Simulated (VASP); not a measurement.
# Tl3CO3F in VASP: notebook

The runs below take Tl3CO3F through single point, with PBE.

Program: VASP 6.6.1. These are calculated values, not measurements. Logs are shortened: lines on timing, memory, paths and dates and some standing lists are left out, and cuts for length are marked.

## (1) The cell of the first run

The cell holds a disordered packing, 16 atoms: a = 7.311 Å, b = 7.420 Å, c = 5.816 Å, α = 88.05°, β = 86.65°, γ = 87.31°.

## (2) Single point, PBE

Contents of INCAR:

```
PREC = Accurate ; ENCUT = 520
EDIFF = 1E-6 ; ISMEAR = 1
SIGMA = 0.15 ; LREAL = False
LASPH = True ; NELM = 120
ALGO = Normal ; ISIF = 2
LWAVE = False ; LCHARG = False
GGA = PE ; NBANDS = 82
GGA_COMPAT = False
```

Contents of KPOINTS:

```
regular mesh
0
Gamma
  2 2 3
```

Contents of POSCAR:

```
Tl3CO3F
1.0
    7.2704800000     -0.6879580000     -0.3487150000
    1.0397130000      7.3453180000     -0.1265480000
    0.6391080000      0.2092800000      5.7774120000
O Tl F C
6 6 2 2
Direct
    0.5959754520      0.0469371796      0.4020669438
    0.3846189030      0.8793690924      0.5811497918
    0.9285046015      0.8494451770      0.1666677174
    0.2574634009      0.8217932359      0.1121146701
    0.1512221333      0.7739905146      0.5123758489
    0.2800793792      0.0642443720      0.2980337697
    0.8188429808      0.3012329883      0.1805260318
    0.9052805580      0.4946993206      0.6610721409
    0.3277098640      0.5513406641      0.8071154357
    0.0658081262      0.0536063153      0.8127235954
    0.5906217321      0.7005080364      0.2328920888
    0.4991412364      0.1238540102      0.8857517022
    0.2109622292      0.3048346477      0.5257011113
    0.8485820161      0.9371241641      0.5235942090
    0.4990231733      0.3374870447      0.4409275600
    0.6646817111      0.8055799078      0.7217340583
```

Potentials or basis: VASP PAW PBE potentials, release 64 (O, Tl_d, F, C).

Run with:

```bash
$ cat potpaw_PBE.64/O/POTCAR potpaw_PBE.64/Tl_d/POTCAR potpaw_PBE.64/F/POTCAR potpaw_PBE.64/C/POTCAR > POTCAR
$ mpirun -np 1 vasp_std > vasp.out
```

OUTCAR:

```text
PREC = Accurate
   ENCUT = 520
   EDIFF = 1E-6
   ISMEAR = 1
   LREAL = False
   LASPH = True
   NELM = 120
   ISIF = 2
   GGA = PE

 ion  position               nearest neighbor table
   1  0.596  0.047  0.402-   7 2.78  11 2.79  12 2.93
   2  0.385  0.879  0.581-   9 2.76  12 2.77  11 2.79  10 2.90
   3  0.929  0.849  0.167-  10 2.69  11 2.75
   4  0.257  0.822  0.112-  11 2.68   9 2.73  10 2.79
   5  0.151  0.774  0.512-   9 2.68  10 2.78   8 2.88
   6  0.280  0.064  0.298-  12 2.84
   7  0.819  0.301  0.181-  15 2.72   1 2.78  10 3.27   8 3.29  12 3.32   8 3.34  11 3.35
   8  0.905  0.495  0.661-  13 2.68  16 2.85   5 2.88   7 3.29   9 3.30   7 3.34  10 3.53  11 3.73

   9  0.328  0.551  0.807-   5 2.68  13 2.70   4 2.73   2 2.76  15 2.89   8 3.30  12 3.38  11 3.46
                            11 3.91  10 4.11
  10  0.066  0.054  0.813-  14 2.58  13 2.67   3 2.69   5 2.78   4 2.79   2 2.90   7 3.27  12 3.29
                             8 3.53   9 4.11
  11  0.591  0.701  0.233-   4 2.68   3 2.75   1 2.79   2 2.79  15 3.00  16 3.06  16 3.07   7 3.35
                             9 3.46   8 3.73  12 3.73   9 3.91
  12  0.499  0.124  0.886-   2 2.77  16 2.78   6 2.84   1 2.93  15 2.99  10 3.29   7 3.32   9 3.38
                            11 3.73
  13  0.211  0.305  0.526-  10 2.67   8 2.68   9 2.70
  14  0.849  0.937  0.524-  10 2.58
  15  0.499  0.337  0.441-   7 2.72   9 2.89  12 2.99  11 3.00
  16  0.665  0.806  0.722-  12 2.78   8 2.85  11 3.06  11 3.07

  LATTYP: Found a triclinic cell.
 ALAT       =     7.3112767552
 B/A-ratio  =     1.3908434752
 C/A-ratio  =     0.7955410007
 COS(alpha) =     0.0172010670
 COS(beta)  =     0.0585055608
 COS(gamma) =     0.6846886775

  Lattice vectors:

 A1 = (  -7.2704800000,   0.6879580000,   0.3487150000)
 A2 = (  -6.2307670000,   8.0332760000,   0.2221670000)
 A3 = (  -0.6391080000,  -0.2092800000,  -5.7774120000)

Analysis of symmetry for initial positions (statically):
=====================================================================
 Subroutine PRICEL returns:
 Original cell was already a primitive cell.

 Routine SETGRP: Setting up the symmetry group for a
 triclinic supercell.

 Subroutine GETGRP returns: Found  1 space group operations
 (whereof  1 operations were pure point group operations)
 out of a pool of  2 trial point group operations.

The static configuration has the point symmetry C_1 .

Analysis of symmetry for dynamics (positions and initial velocities):
=====================================================================
 Subroutine PRICEL returns:
 Original cell was already a primitive cell.

 Routine SETGRP: Setting up the symmetry group for a
 triclinic supercell.

 Subroutine GETGRP returns: Found  1 space group operations
 (whereof  1 operations were pure point group operations)
 out of a pool of  2 trial point group operations.

The dynamic configuration has the point symmetry C_1 .

 Subroutine INISYM returns: Found  1 space group operations
 (whereof  1 operations are pure point group operations),
 and found     1 'primitive' translations

----------------------------------------------------------------------------------------

                                     Primitive cell

  volume of cell :     314.4786

  direct lattice vectors                    reciprocal lattice vectors
     7.270480000 -0.687958000 -0.348715000     0.135027970 -0.019358161 -0.014235817
     1.039713000  7.345318000 -0.126548000     0.012406686  0.134277562 -0.006236498
     0.639108000  0.209280000  5.777412000     0.008421819  0.001772779  0.172092027

  length of vectors
     7.311276755  7.419616839  5.816420426     0.137149370  0.134993642  0.172307096

  position of ions in fractional coordinates (direct lattice)
     0.595975452  0.046937180  0.402066944
     0.384618903  0.879369092  0.581149792
     0.928504602  0.849445177  0.166667717
     0.257463401  0.821793236  0.112114670
     0.151222133  0.773990515  0.512375849
     0.280079379  0.064244372  0.298033770
[... 8 lines left out ...]
     0.499023173  0.337487045  0.440927560
     0.664681711  0.805579908  0.721734058

  ion indices of the primitive-cell ions
   primitive index   ion index
                 1           1
                 2           2
                 3           3
                 4           4
                 5           5
                 6           6
[... 8 lines left out ...]
                15          15
                16          16

----------------------------------------------------------------------------------------

 KPOINTS: regular mesh

Automatic generation of k-mesh.
 Grid dimensions read from file:
 generate k-points for:    2    2    3

 Generating k-lattice:

  Cartesian coordinates                     Fractional coordinates (reciprocal lattice)
     0.067513985 -0.009679081 -0.007117908     0.500000000  0.000000000  0.000000000
[... 86 lines left out ...]
  free energy    TOTEN  =       -50.67659620 eV

  energy without entropy =      -50.66024959  energy(sigma->0) =      -50.67114733

 E-fermi :   2.5945     XC(G=0):  -9.3789

 val. band max:        2.5809658106   @ k =  -0.0000  -0.0000   0.3333
 cond. band min:       2.5954868659   @ k =  -0.0000   0.5000  -0.0000
 fundamental gap:      0.0145210553
 Fermi energy:         2.5944825828

 k-point     1 :       0.0000    0.0000    0.0000
  band No.  band energies     occupation
      1     -19.7237      2.00000
      2     -19.5647      2.00000
      3     -15.2324      2.00000
      4     -14.0820      2.00000
      5     -14.0242      2.00000
      6     -13.1826      2.00000
[... 72 lines left out ...]
     79       5.2508     -0.00000
     80       6.0150      0.00000

 k-point     2 :       0.5000    0.0000   -0.0000
  band No.  band energies     occupation
      1     -19.7230      2.00000
      2     -19.5649      2.00000
      3     -15.2496      2.00000
      4     -14.0657      2.00000
      5     -14.0049      2.00000
      6     -13.1698      2.00000
[... 72 lines left out ...]
     79       5.5772     -0.00000
     80       6.1723      0.00000

 k-point     3 :      -0.0000    0.5000   -0.0000
  band No.  band energies     occupation
      1     -19.7236      2.00000
      2     -19.5647      2.00000
      3     -15.2331      2.00000
      4     -14.0833      2.00000
      5     -14.0234      2.00000
      6     -13.1792      2.00000
[... 72 lines left out ...]
     79       5.2269     -0.00000
     80       6.2249      0.00000

 k-point     4 :       0.5000    0.5000   -0.0000
  band No.  band energies     occupation
      1     -19.7229      2.00000
      2     -19.5648      2.00000
      3     -15.2504      2.00000
      4     -14.0665      2.00000
      5     -14.0036      2.00000
      6     -13.1671      2.00000
[... 72 lines left out ...]
     79       5.7045      0.00000
     80       6.1247      0.00000

 k-point     5 :      -0.0000   -0.0000    0.3333
  band No.  band energies     occupation
      1     -19.7231      2.00000
      2     -19.5645      2.00000
      3     -15.2033      2.00000
      4     -14.0996      2.00000
      5     -14.0537      2.00000
      6     -13.1859      2.00000
[... 72 lines left out ...]
     79       5.5478     -0.00000
     80       6.1109      0.00000

 k-point     6 :       0.5000   -0.0000    0.3333
  band No.  band energies     occupation
      1     -19.7224      2.00000
      2     -19.5647      2.00000
      3     -15.2209      2.00000
      4     -14.0965      2.00000
      5     -14.0190      2.00000
      6     -13.1735      2.00000
[... 72 lines left out ...]
     79       5.6885      0.00000
     80       6.1791      0.00000

 k-point     7 :      -0.0000    0.5000    0.3333
  band No.  band energies     occupation
      1     -19.7230      2.00000
      2     -19.5645      2.00000
      3     -15.2041      2.00000
      4     -14.0987      2.00000
      5     -14.0529      2.00000
      6     -13.1837      2.00000
[... 72 lines left out ...]
     79       5.3992     -0.00000
     80       6.2099      0.00000

 k-point     8 :       0.5000    0.5000    0.3333
  band No.  band energies     occupation
      1     -19.7223      2.00000
      2     -19.5646      2.00000
      3     -15.2218      2.00000
      4     -14.0956      2.00000
      5     -14.0176      2.00000
      6     -13.1720      2.00000
[... 72 lines left out ...]
     79       5.7026      0.00000
     80       6.0104      0.00000
 [bands above 80 left out]

------------------------ aborting loop because EDIFF is reached ----------------------------------------

  FORCE on cell =-STRESS in cart. coord.  units (eV):
  Direction    XX          YY          ZZ          XY          YZ          ZX
  --------------------------------------------------------------------------------------
  -------------------------------------------------------------------------------------
  Total      -11.7438756    -14.3245372     -5.5187819     -2.6375843     -0.7731324      2.8692826
  in kB      -59.8316351    -72.9793563    -28.1165910    -13.4377259     -3.9388849     14.6181616
  external PRESSURE =     -53.6425275 kB  Pullay stress =       0.0000000 kB

 VOLUME and BASIS-vectors are now :
 -----------------------------------------------------------------------------
  energy-cutoff  :      520.00
  volume of cell :      314.48
      direct lattice vectors                 reciprocal lattice vectors
     7.270480000 -0.687958000 -0.348715000     0.135027970 -0.019358161 -0.014235817
     1.039713000  7.345318000 -0.126548000     0.012406686  0.134277562 -0.006236498
     0.639108000  0.209280000  5.777412000     0.008421819  0.001772779  0.172092027

 POSITION                                       TOTAL-FORCE (eV/Angst)
 -----------------------------------------------------------------------------------
      4.63879      0.01891      2.10914        -0.994012      2.977787     -0.265235
      4.08207      6.31627      3.11214        -0.487321     -1.125374      0.122098
      7.74037      5.63555      0.53163        -0.139194     -0.419847     -1.214067
      2.79797      5.88267      0.45396         0.535290      1.585745      0.228029
      2.23165      5.68840      2.80953         1.726022     -0.156635      1.543946
      2.29358      0.34158      1.61607        -0.050538     -1.670627     -2.084567
[... 8 lines left out ...]
      4.26083      2.22792      2.33069        -0.182976     -2.007022      0.279152
      6.13139      5.61101      3.83603         0.102474      1.004791     -0.954807
 -----------------------------------------------------------------------------------
    total drift:                                0.000545      0.001204      0.000092

  FREE ENERGIE OF THE ION-ELECTRON SYSTEM (eV)
  ---------------------------------------------------
  free  energy   TOTEN  =       -50.6765962037 eV

  energy  without entropy=      -50.6602495858  energy(sigma->0) =      -50.67114733
```

Wall time 14 min (1 thread of Intel Xeon 8259CL, shared host); peak memory 0.45 GiB.

Results:

```
Free energy            : -50.6766 eV
Pressure               : -5.4 GPa
Largest force          : 3.150 eV/Å
Band gap on the k mesh : zero (bands 68 and 69 overlap by 0.04 eV)
```

Forces in eV/Å, atoms in the order of the input:
```
O   -0.994  2.978 -0.265
O   -0.487 -1.125  0.122
O   -0.139 -0.420 -1.214
O    0.535  1.586  0.228
O    1.726 -0.157  1.544
O   -0.051 -1.671 -2.085
Tl  -0.068 -0.821  0.542
Tl   0.172  0.938 -0.225
Tl   0.020  0.976 -0.210
Tl  -0.120 -1.427  0.118
Tl   0.051  1.147  0.204
Tl  -0.093 -0.776 -0.032
F    0.651  0.517 -0.175
F   -1.123 -0.743  2.123
C   -0.183 -2.007  0.279
C    0.102  1.005 -0.955
```

Levels at points of the mesh, in eV from the Fermi level:
| k point | band 66 | band 67 | band 68 | band 69 | band 70 | band 71 |
| --- | --- | --- | --- | --- | --- | --- |
| (0.00, 0.00, 0.00) | -0.40 | -0.29 | -0.20 | 0.02 | 0.07 | 0.26 |
| (0.50, 0.00, 0.00) | -0.35 | -0.19 | -0.12 | 0.04 | 0.20 | 0.30 |
| (0.00, 0.50, 0.00) | -0.34 | -0.19 | -0.03 | 0.00 | 0.07 | 0.32 |
| (0.50, 0.50, 0.00) | -0.29 | -0.24 | -0.17 | 0.08 | 0.31 | 0.37 |

Caveat: the k points lie up to 0.43 Å⁻¹ apart; spin-orbit coupling is left out, which moves the levels of the heavy elements.

## (3) Single point, PBE

Contents of INCAR:

```
SYSTEM = Tl3CO3F
ALGO     = Normal         ! electronic algorithm
EDIFF    = 1E-6           ! SCF threshold, eV
ENCUT    = 520            ! plane-wave cutoff, eV
GGA      = PE             ! functional
GGA_COMPAT= .False.      
ISIF     = 2              ! what is computed and relaxed
ISMEAR   = 1              ! smearing method
LASPH    = .True.         ! aspherical terms in the spheres
LCHARG   = .True.         ! write CHGCAR
LELF     = .True.         ! ELF
LREAL    = .False.        ! projectors in reciprocal space
LVHAR    = .True.       
LWAVE    = .False.        ! write WAVECAR
NBANDS   = 82             ! bands
NELM     = 120            ! most SCF steps
PREC     = Accurate       ! precision mode
SIGMA    = 0.15           ! smearing width, eV
```

Contents of KPOINTS:

```
k-points
0
Gamma
  2 2 3
  0 0 0
```

Contents of POSCAR:

```
Tl3CO3F
1.0
    7.2704800000     -0.6879580000     -0.3487150000
    1.0397130000      7.3453180000     -0.1265480000
    0.6391080000      0.2092800000      5.7774120000
O Tl F C
6 6 2 2
Direct
    0.5842521060      0.0692023945      0.4016834697
    0.3811686304      0.8664349099      0.5851303012
    0.9297782757      0.8340280826      0.1421775385
    0.2622561747      0.8228995528      0.1249872702
    0.1882897552      0.7616232297      0.5390177052
    0.2696385091      0.0471954619      0.2626017469
    0.8186346426      0.3024601667      0.1807776403
    0.9095291160      0.4973938946      0.6602183899
    0.3269105366      0.5535325074      0.8032703985
    0.0665837772      0.0513174270      0.8156298840
    0.5886730416      0.7024379279      0.2297179489
    0.4968281107      0.1204576454      0.8872284145
    0.2216039882      0.3074213811      0.5319783660
    0.8404363675      0.9183875231      0.5563719313
    0.5061455146      0.3222361595      0.4205408710
    0.6677474964      0.8259188266      0.6889612415
```

Potentials or basis: VASP PAW PBE potentials, release 64 (O, Tl_d, F, C).

Run with:

```bash
$ cat potpaw_PBE.64/O/POTCAR potpaw_PBE.64/Tl_d/POTCAR potpaw_PBE.64/F/POTCAR potpaw_PBE.64/C/POTCAR > POTCAR
$ mpirun -np 1 vasp_std > vasp.out
```

It took 12 min on 1 thread of Intel Xeon 8259CL, shared host; peak memory 0.47 GiB.

The run converged. Its results:

* Free energy: -55.1699 eV
* Pressure: -4.9 GPa
* Largest force: 5.357 eV/Å
* Band gap on the k mesh: zero (bands 68 and 69 overlap by 0.07 eV)

Forces in eV/Å, atoms in the order of the input:
```
O   -0.582  5.322 -0.157
O   -2.287 -0.889  0.050
O   -0.609 -0.311 -1.082
O    0.556  3.137  0.961
O    2.566  0.506  1.125
O   -0.642 -3.000 -2.761
Tl   0.059 -0.759  0.340
Tl   0.048  0.655 -0.137
Tl   0.184  0.282  0.270
Tl   0.014 -1.114  0.500
Tl   0.201  1.075  0.021
Tl  -0.051 -0.488  0.136
F    0.516  0.240 -0.377
F   -2.235 -1.284  1.911
C    0.156 -4.381  0.507
C    2.106  1.006 -1.308
```

Stress tensor (GPa, compression positive):
```
-4.54 -1.17  2.62
-1.17 -8.76 -1.23
 2.62 -1.23 -1.32
```

Levels at points of the mesh, in eV from the Fermi level:
```
           k point  band 64  band 65  band 66  band 67  band 68  band 69  band 70  band 71  band 72  band 73
(0.00, 0.00, 0.00)    -0.71    -0.50    -0.43    -0.29    -0.26     0.07     0.13     0.48     0.85     1.03
(0.50, 0.00, 0.00)    -0.62    -0.38    -0.34    -0.29    -0.11    -0.04     0.24     0.44     0.93     1.09
(0.00, 0.50, 0.00)    -0.65    -0.49    -0.30    -0.18    -0.06    -0.04     0.17     0.40     0.72     0.99
(0.50, 0.50, 0.00)    -0.56    -0.49    -0.45    -0.30    -0.14     0.07     0.35     0.51     0.75     1.25
```

Caveat: the k points lie up to 0.43 Å⁻¹ apart; spin-orbit coupling is left out, which moves the levels of the heavy elements.

## (4) Single point, PBE

Contents of INCAR:

```
PREC = Accurate
ENCUT = 520
EDIFF = 1E-6
ISMEAR = 1
SIGMA = 0.15
LREAL = F
LASPH = T
NELM = 120
ALGO = Normal
ISIF = 2
LWAVE = F
LCHARG = T
GGA = PE
LELF = T
LVHAR = T
NBANDS = 82
GGA_COMPAT = F
```

Contents of KPOINTS:

```
regular mesh
0
Gamma
  2 2 3
```

Contents of POSCAR:

```
Tl3CO3F
1.0
    7.2704800000     -0.6879580000     -0.3487150000
    1.0397130000      7.3453180000     -0.1265480000
    0.6391080000      0.2092800000      5.7774120000
O Tl F C
6 6 2 2
Direct
    0.5653406413      0.1189839988      0.4015830875
    0.3716343412      0.8502434467      0.5848257104
    0.9279814085      0.8143758584      0.1094972408
    0.2652911347      0.8414939123      0.1427598325
    0.2316769183      0.7569620714      0.5720367965
    0.2620400937      0.0146857673      0.2087249041
    0.8179739207      0.3038515393      0.1798906812
    0.9132913748      0.5002147834      0.6596686513
    0.3254470437      0.5558101540      0.8017420134
    0.0684465947      0.0493061086      0.8184410154
    0.5869412370      0.7039839790      0.2253283958
    0.4947223846      0.1179896982      0.8879365842
    0.2308348091      0.3093527657      0.5314517182
    0.8232710814      0.8970823716      0.5892757787
    0.5210809657      0.2675412865      0.4057625739
    0.6813443326      0.8514659315      0.6590082722
```

Run with:

```bash
$ cat potpaw_PBE.64/O/POTCAR potpaw_PBE.64/Tl_d/POTCAR potpaw_PBE.64/F/POTCAR potpaw_PBE.64/C/POTCAR > POTCAR
$ mpirun -np 1 vasp_std > vasp.out
```

Wall time 10 min (1 thread of Intel Xeon 8259CL, shared host); peak memory 0.47 GiB.

The run converged. Its results:

- Free energy: -61.9178 eV
- Pressure: 7.9 GPa
- Largest force: 10.307 eV/Å
- Band gap on the k mesh: zero (bands 68 and 69 overlap by 0.13 eV)

Forces in eV/Å, atoms in the order of the input:
```
O   -0.262 -3.789  0.193
O    4.083  3.088  0.200
O   -1.216 -0.086 -0.626
O   -0.114 -0.203  0.001
O   -5.301 -0.671 -1.758
O    0.300  0.185 -0.663
Tl   1.598  0.404 -0.764
Tl  -0.080  0.067  0.012
Tl   0.915 -2.343  2.244
Tl   0.109 -0.381  0.877
Tl   0.599  0.186 -0.321
Tl  -0.061 -0.169  0.264
F   -0.020  0.204  0.012
F    8.820  2.202 -4.857
C   -0.852  3.913  0.326
C   -8.517 -2.606  4.861
```

Stress tensor (GPa, compression positive):
```
11.16  2.95 -0.66
 2.95  7.06 -2.59
-0.66 -2.59  5.39
```

Levels at points of the mesh, in eV from the Fermi level:
```tsv
k point	band 65	band 66	band 67	band 68	band 69	band 70	band 71	band 72
(0.00, 0.00, 0.00)	-0.77	-0.63	-0.35	-0.21	0.02	0.23	0.50	0.86
(0.50, 0.00, 0.00)	-0.75	-0.54	-0.45	0.02	0.09	0.36	0.53	0.83
(0.00, 0.50, 0.00)	-0.77	-0.39	-0.25	-0.24	0.03	0.21	0.27	0.70
(0.50, 0.50, 0.00)	-0.64	-0.56	-0.35	-0.04	0.14	0.31	0.54	1.13
```

Caveat: the k points lie up to 0.43 Å⁻¹ apart; spin-orbit coupling is left out, which moves the levels of the heavy elements.

## (5) Summary

| cell | gap on the mesh (eV) | pressure (GPa) | largest force (eV/Å) |
| --- | --- | --- | --- |
| as given, atomic positions A | none | -5.4 | 3.15 |
| as given, atomic positions B | none | -4.9 | 5.36 |
| as given, atomic positions C | none | 7.9 | 10.31 |

Alike in all rows: task single point; level PBE; potentials or basis VASP PAW PBE potentials, release 64 (O, Tl_d, F, C); no spin polarisation; k mesh 2 × 2 × 3; cutoff (eV) 520; smearing methfessel-paxton 0.15 eV.

Caveats: all runs use coarse meshes; spin-orbit coupling is left out, which moves the levels of the heavy elements.

Total energies depend on the potentials used, so only differences within one code and one set of settings carry meaning.

The gap in the log of VASP goes by the Fermi energy; the results here count the filled bands.